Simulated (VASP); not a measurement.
# TaN (P-6m2) in VASP: notebook

The runs below take TaN through single point, with PBEsol.

All numbers are computed with VASP 6.6.1; they aren't measurements. Logs are shortened: lines on timing, memory, paths and dates and some standing lists are left out, and cuts for length are marked.

**1. The cell of the first run**

The structure is hexagonal, space group P-6m2 (No. 187). Conventional cell: a = 2.880 Å, b = 2.880 Å, c = 2.897 Å, α = 90.00°, β = 90.00°, γ = 120.00°. Ta (site symmetry -6m2) has 6 N at 2.21 Å and 8 Ta at 2.88 to 2.90 Å within 2.9 Å. N (site symmetry -6m2) has 6 Ta at 2.21 Å and 8 N at 2.88 to 2.90 Å within 2.9 Å.

**2. Single point, PBEsol (biaxial strain in the a-b plane: -1.5 %)**

Contents of INCAR:

```
ALGO = Normal
EDIFF = 1E-7
ENCUT = 520
GGA = PS
ISIF = 2
ISMEAR = 0
LASPH = T
LCHARG = F
LREAL = F
LWAVE = F
NBANDS = 15
NELM = 100
PREC = Accurate
SIGMA = 0.1
```

Contents of KPOINTS:

```
k-points
0
Gamma
  24 24 18
```

Contents of POSCAR:

```
TaN
1.0
    2.8801292091      0.0000000000      0.0000000000
   -1.4400646045      2.4942650612      0.0000000000
    0.0000000000      0.0000000000      2.8965641914
Ta N
1 1
Direct
    0.3333333333      0.6666666667      0.5000000000
    0.0000000000      0.0000000000      0.0000000000
```

Potentials or basis: VASP PAW PBE potentials, release 64 (Ta_pv, N).

Started as:

```sh
> cat potpaw_PBE.64/Ta_pv/POTCAR potpaw_PBE.64/N/POTCAR > POTCAR
> mpirun -np 1 vasp_std > vasp.out
```

OUTCAR:

```text
EDIFF = 1E-7
   ENCUT = 520
   GGA = PS
   ISIF = 2
   ISMEAR = 0
   LASPH = T
   LREAL = F
   NELM = 100
   PREC = Accurate

 ion  position               nearest neighbor table
   1  0.333  0.667  0.500-   2 2.21   2 2.21   2 2.21   2 2.21   2 2.21   2 2.21
   2  0.000  0.000  0.000-   1 2.21   1 2.21   1 2.21   1 2.21   1 2.21   1 2.21

  LATTYP: Found a hexagonal cell.
 ALAT       =     2.8801292091
 C/A-ratio  =     1.0057063351

  Lattice vectors:

 A1 = (   2.8801292091,   0.0000000000,   0.0000000000)
 A2 = (  -1.4400646045,   2.4942650612,   0.0000000000)
 A3 = (   0.0000000000,   0.0000000000,   2.8965641914)

Analysis of symmetry for initial positions (statically):
=====================================================================
 Subroutine PRICEL returns:
 Original cell was already a primitive cell.

 Routine SETGRP: Setting up the symmetry group for a
 hexagonal supercell.

 Subroutine GETGRP returns: Found 12 space group operations
 (whereof 12 operations were pure point group operations)
 out of a pool of 24 trial point group operations.

The static configuration has the point symmetry D_3h.

Analysis of symmetry for dynamics (positions and initial velocities):
=====================================================================
 Subroutine PRICEL returns:
 Original cell was already a primitive cell.

 Routine SETGRP: Setting up the symmetry group for a
 hexagonal supercell.

 Subroutine GETGRP returns: Found 12 space group operations
 (whereof 12 operations were pure point group operations)
 out of a pool of 24 trial point group operations.

The dynamic configuration has the point symmetry D_3h.

 Subroutine INISYM returns: Found 12 space group operations
 (whereof 12 operations are pure point group operations),
 and found     1 'primitive' translations

----------------------------------------------------------------------------------------

                                     Primitive cell

  volume of cell :      20.8084

  direct lattice vectors                    reciprocal lattice vectors
     2.880129209  0.000000000  0.000000000     0.347206645  0.200459850  0.000000000
    -1.440064605  2.494265061  0.000000000     0.000000000  0.400919700  0.000000000
     0.000000000  0.000000000  2.896564191     0.000000000  0.000000000  0.345236609

  length of vectors
     2.880129209  2.880129209  2.896564191     0.400919700  0.400919700  0.345236609

  position of ions in fractional coordinates (direct lattice)
     0.333333333  0.666666667  0.500000000
     0.000000000  0.000000000  0.000000000

  ion indices of the primitive-cell ions
   primitive index   ion index
                 1           1
                 2           2

----------------------------------------------------------------------------------------

 KPOINTS: k-points

Automatic generation of k-mesh.
 Grid dimensions read from file:
 generate k-points for:   24   24   18

 Generating k-lattice:

  Cartesian coordinates                     Fractional coordinates (reciprocal lattice)
     0.014466944  0.008352494  0.000000000     0.041666667 -0.000000000  0.000000000
     0.000000000  0.016704987  0.000000000     0.000000000  0.041666667  0.000000000
     0.000000000  0.000000000  0.019179812     0.000000000  0.000000000  0.055555556

  Length of vectors
     0.016704987  0.016704987  0.019179812

  Shift w.r.t. Gamma in fractional coordinates (k-lattice)
     0.000000000  0.000000000  0.000000000

 Subroutine IBZKPT returns following result:
 ===========================================

 Found    610 irreducible k-points:

 Following reciprocal coordinates:
            Coordinates               Weight
  0.000000  0.000000  0.000000      1.000000
  0.041667  0.000000  0.000000      6.000000
  0.083333  0.000000  0.000000      6.000000
  0.125000  0.000000  0.000000      6.000000
  0.166667  0.000000  0.000000      6.000000
  0.208333  0.000000  0.000000      6.000000
[... 16 lines left out ...]
  0.416667  0.041667  0.000000     12.000000
  0.458333  0.041667  0.000000     12.000000
 [... further k-points ...]
   k-points           NKPTS =    610   k-points in BZ     NKDIM =    610   number of bands    NBANDS=     15
   number of dos      NEDOS =    301   number of ions     NIONS =      2
   total plane-waves  NPLWV =  13824
   dimension x,y,z NGX =    24 NGY =   24 NGZ =   24
   dimension x,y,z NGXF=    48 NGYF=   48 NGZF=   48
   ions per type =               1   1
   NGX,Y,Z   is equivalent  to a cutoff of  13.85, 13.85, 13.77 a.u.
   NGXF,Y,Z  is equivalent  to a cutoff of  27.71, 27.71, 27.55 a.u.
 SYSTEM =  unknown system
   PREC   = accura    normal or accurate (medium, high low for compatibility)
   ISTART =      0    job   : 0-new  1-cont  2-samecut
   ICHARG =      2    charge: 1-file 2-atom 10-const
   ISPIN  =      1    spin polarized calculation?
   LNONCOLLINEAR =      F non collinear calculations
   LSORBIT =      F    spin-orbit coupling
   LASPH  =      T    aspherical Exc in radial PAW
   ENCUT  =  520.0 eV  38.22 Ry    6.18 a.u.   5.36  5.36  5.39*2*pi/ulx,y,z
   NELM   =    100;   NELMIN=  2; NELMDL= -5     # of ELM steps
   EDIFF  = 0.1E-06   stopping-criterion for ELM
   LREAL  =      F    real-space projection
   EDIFFG = 0.1E-05   stopping-criterion for IOM
   NSW    =      0    number of steps for IOM
   IBRION =     -1    ionic relax: 0-MD 1-quasi-New 2-CG
   NFREE  =      0    steps in history (QN), initial steepest desc. (CG)
   ISIF   =      2    stress and relaxation
   ISYM   =      2    0-nonsym 1-usesym 2-fastsym
   POTIM  = 0.5000    time-step for ionic-motion
   TEBEG  =    0.0;   TEEND  =   0.0 temperature during run
   PSTRESS=    0.0 pullay stress
   NELECT =      16.0000    total number of electrons
   NUPDOWN=      -1.0000    fix difference up-down
   EMIN   =  10.00;   EMAX   =-10.00  energy-range for DOS
   EFERMI =   0.00;   METHOD = LEGACY
   ISMEAR =     0;   SIGMA  =   0.10  broadening in eV -4-tet -1-fermi 0-gaus
   EFERMI_NEDOS =   21; number of points for ismear=-14 and -15
   IALGO  =     38    algorithm
   IMIX   =      4    mixing-type and parameters
     AMIX     =   0.40;   BMIX     =  1.00
     AMIX_MAG =   1.60;   BMIX_MAG =  1.00
  volume/ion in A,a.u.               =      10.40        70.21
  Fermi-wavevector in a.u.,A,eV,Ry     =   1.499808  2.834226 30.605260  2.249423
  Thomas-Fermi vector in A             =   2.611390
   LORBIT       =      0    0 simple, 1 ext, 2 COOP (PROOUT), +10 PAW based schemes
   GGA     = PS    functional components
   LHFCALC =     F    Hartree Fock is set to
   AEXX    =    0.0000 exact exchange contribution
   IVDW    =     0    specifies the selected vdW correction
   LEPSILON=     F    determine dielectric tensor
   LRPA    =     F    only Hartree local field effects (RPA)
 non-spin polarized calculation
 Gauss-broadening in eV      SIGMA  =   0.10
  energy-cutoff  :      520.00
  volume of cell :       20.81
 maximum number of plane-waves:       581
 NGX is ok and might be reduce to    24
   NGX = 11   NGY = 11   NGZ = 11

 number of electron      15.9999997 magnetization

 Free energy of the ion-electron system (eV)
  ---------------------------------------------------
  ext. energy  EPLUGINS =         0.00000000
  ---------------------------------------------------
  free energy    TOTEN  =       -23.77692126 eV

  energy without entropy =      -23.77657154  energy(sigma->0) =      -23.77674640

 E-fermi :   8.4219     XC(G=0): -13.7018

 val. band max:        8.4079856630   @ k =   0.0417   0.0000   0.4444
 cond. band min:       8.4282864851   @ k =   0.3333   0.2917   0.0000
 fundamental gap:      0.0203008221
 Fermi energy:         8.4219107704

 k-point     1 :       0.0000    0.0000    0.0000
  band No.  band energies     occupation
      1     -26.2914      2.00000
      2     -25.9068      2.00000
      3     -25.9068      2.00000
      4      -9.5180      2.00000
      5       3.9420      2.00000
      6       3.9420      2.00000
      7       3.9917      2.00000
      8       5.3621      2.00000
      9      11.1573      0.00000
     10      12.0755      0.00000
     11      12.0755      0.00000
     12      12.5957      0.00000
     13      12.5957      0.00000
     14      21.6645      0.00000
     15      22.0387      0.00000

 k-point     2 :       0.0417    0.0000    0.0000
  band No.  band energies     occupation
      1     -26.2883      2.00000
      2     -25.9303      2.00000
      3     -25.9117      2.00000
      4      -9.4780      2.00000
      5       3.7959      2.00000
      6       3.9720      2.00000
      7       4.0760      2.00000
      8       5.3029      2.00000
      9      11.2996      0.00000
     10      11.9900      0.00000
     11      12.0823      0.00000
     12      12.5740      0.00000
     13      12.6491      0.00000
     14      21.6671      0.00000
     15      22.0368      0.00000

 k-point     3 :       0.0833    0.0000    0.0000
  band No.  band energies     occupation
      1     -26.2794      2.00000
      2     -25.9987      2.00000
      3     -25.9261      2.00000
      4      -9.3602      2.00000
      5       3.4776      2.00000
      6       4.0593      2.00000
      7       4.2350      2.00000
      8       5.1353      2.00000
      9      11.6220      0.00000
     10      11.8245      0.00000
     11      12.1064      0.00000
     12      12.5112      0.00000
     13      12.7963      0.00000
     14      21.6701      0.00000
     15      22.0299      0.00000
[... 343 lines left out ...]
 k-point    23 :       0.4167    0.0417    0.0000
  band No.  band energies     occupation
      1     -27.1049      2.00000
      2     -26.1915      2.00000
      3     -26.1156      2.00000
      4      -7.0888      2.00000
      5       0.1082      2.00000
      6       2.9451      2.00000
      7       4.6975      2.00000
      8       5.5176      2.00000
      9      11.3469      0.00000
     10      12.4048      0.00000
     11      13.8834      0.00000
     12      13.9211      0.00000
     13      16.1661      0.00000
     14      21.0024      0.00000
     15      21.9771      0.00000

 k-point    24 :       0.4583    0.0417    0.0000
  band No.  band energies     occupation
      1     -27.1427      2.00000
      2     -26.2011      2.00000
      3     -26.1094      2.00000
      4      -6.9927      2.00000
      5       0.0139      2.00000
      6       2.8809      2.00000
      7       4.6293      2.00000
      8       5.5334      2.00000
      9      11.3077      0.00000
     10      12.8210      0.00000
     11      13.8794      0.00000
     12      13.9188      0.00000
     13      16.4626      0.00000
     14      20.4136      0.00000
     15      21.9651      0.00000

 [... further k-points ...]

------------------------ aborting loop because EDIFF is reached ----------------------------------------

  FORCE on cell =-STRESS in cart. coord.  units (eV):
  Direction    XX          YY          ZZ          XY          YZ          ZX
  --------------------------------------------------------------------------------------
  -------------------------------------------------------------------------------------
  Total        1.7522129      1.7522129     -0.2121831      0.0000000     -0.0000000      0.0000000
  in kB      134.9148440    134.9148440    -16.3374242      0.0000000     -0.0000000      0.0000000
  external PRESSURE =      84.4974213 kB  Pullay stress =       0.0000000 kB

 VOLUME and BASIS-vectors are now :
 -----------------------------------------------------------------------------
  energy-cutoff  :      520.00
  volume of cell :       20.81
      direct lattice vectors                 reciprocal lattice vectors
     2.880129209  0.000000000  0.000000000     0.347206645  0.200459850  0.000000000
    -1.440064605  2.494265061  0.000000000     0.000000000  0.400919700  0.000000000
     0.000000000  0.000000000  2.896564191     0.000000000  0.000000000  0.345236609

 POSITION                                       TOTAL-FORCE (eV/Angst)
 -----------------------------------------------------------------------------------
     -0.00000      1.66284      1.44828         0.000000     -0.000000      0.000000
      0.00000      0.00000      0.00000        -0.000000      0.000000      0.000000
 -----------------------------------------------------------------------------------
    total drift:                                0.000000     -0.000000     -0.000000

  FREE ENERGIE OF THE ION-ELECTRON SYSTEM (eV)
  ---------------------------------------------------
  free  energy   TOTEN  =       -23.7769212586 eV

  energy  without entropy=      -23.7765715376  energy(sigma->0) =      -23.77674640
```

It took 98 s on 1 thread of AMD EPYC 9R45 (Zen 5), shared host; peak memory 0.27 GiB.

Results:

```
Free energy            : -23.7769 eV
Pressure               : 8.4 GPa
Band gap on the k mesh : zero (bands 8 and 9 overlap by 0.38 eV)
```

Stress tensor (GPa, compression positive):
```
13.49  0.00  0.00
 0.00 13.49  0.00
 0.00  0.00 -1.63
```

Caveat: the cell differs from its parent crystal (biaxial strain in the a-b plane: -1.5 %); the cell stands under pressure; the PAW data sets were made with another functional, which shifts forces and pressure a little; spin-orbit coupling is left out, which moves the levels of the heavy elements.

**3. Single point, PBEsol**

This run uses another cell than the first one, of 10.63 Å³/atom.

Contents of INCAR:

```
SYSTEM = TaN
PREC     = Accurate       ! precision mode
ENCUT    = 520            ! plane-wave cutoff, eV
EDIFF    = 1E-7           ! SCF threshold, eV
ISMEAR   = 0              ! smearing method
SIGMA    = 0.1            ! smearing width, eV
LREAL    = .FALSE.        ! projectors in reciprocal space
LASPH    = .TRUE.         ! aspherical terms in the spheres
NELM     = 100            ! most SCF steps
ALGO     = Normal         ! electronic algorithm
ISIF     = 2              ! what is computed and relaxed
LWAVE    = .FALSE.        ! write WAVECAR
LCHARG   = .FALSE.        ! write CHGCAR
GGA      = PS             ! functional
NBANDS   = 15             ! bands
```

Contents of KPOINTS:

```
Automatic mesh
0
G
  24 24 18
  0 0 0
```

Contents of POSCAR:

```
TaN
1.0
    2.9239890447      0.0000000000      0.0000000000
   -1.4619945224      2.5322487931      0.0000000000
    0.0000000000      0.0000000000      2.8707276427
Ta N
1 1
Direct
    0.3333333333      0.6666666667      0.5000000000
    0.0000000000      0.0000000000      0.0000000000
```

Potentials or basis: VASP PAW PBE potentials, release 64 (Ta_pv, N).

Started as:

```sh
> cat potpaw_PBE.64/Ta_pv/POTCAR potpaw_PBE.64/N/POTCAR > POTCAR
> mpirun -np 1 vasp_std > vasp.out
```

Run time: 98 s. Hardware: 1 thread of AMD EPYC 9R45 (Zen 5), shared host; peak memory 0.28 GiB.

It converged, with:

```
Free energy            : -23.8055 eV
Pressure               : 0.8 GPa
Band gap on the k mesh : zero (bands 8 and 9 overlap by 0.32 eV)
```

Stress tensor (GPa, compression positive):
```
0.78 0.00 0.00
0.00 0.78 0.00
0.00 0.00 0.99
```

Levels at points of the mesh, in eV from the Fermi level:
| k point | band 4 | band 5 | band 6 | band 7 | band 8 | band 9 | band 10 | band 11 | band 12 | band 13 |
| --- | --- | --- | --- | --- | --- | --- | --- | --- | --- | --- |
| (0.00, 0.00, 0.00) | -17.82 | -4.60 | -4.60 | -4.27 | -2.90 | 2.35 | 3.68 | 3.68 | 4.08 | 4.08 |
| (0.50, 0.00, 0.00) | -15.43 | -8.37 | -5.25 | -3.53 | -3.16 | 3.06 | 4.15 | 5.31 | 5.43 | 7.57 |
| (0.00, 0.00, 0.50) | -15.05 | -9.45 | -3.77 | -3.77 | -0.08 | -0.08 | 2.50 | 3.37 | 3.37 | 8.29 |
| (0.50, 0.00, 0.50) | -15.78 | -7.40 | -6.23 | -5.75 | -0.30 | 4.28 | 5.50 | 6.22 | 7.25 | 10.37 |

Caveat: the PAW data sets were made with another functional, which shifts forces and pressure a little; spin-orbit coupling is left out, which moves the levels of the heavy elements.
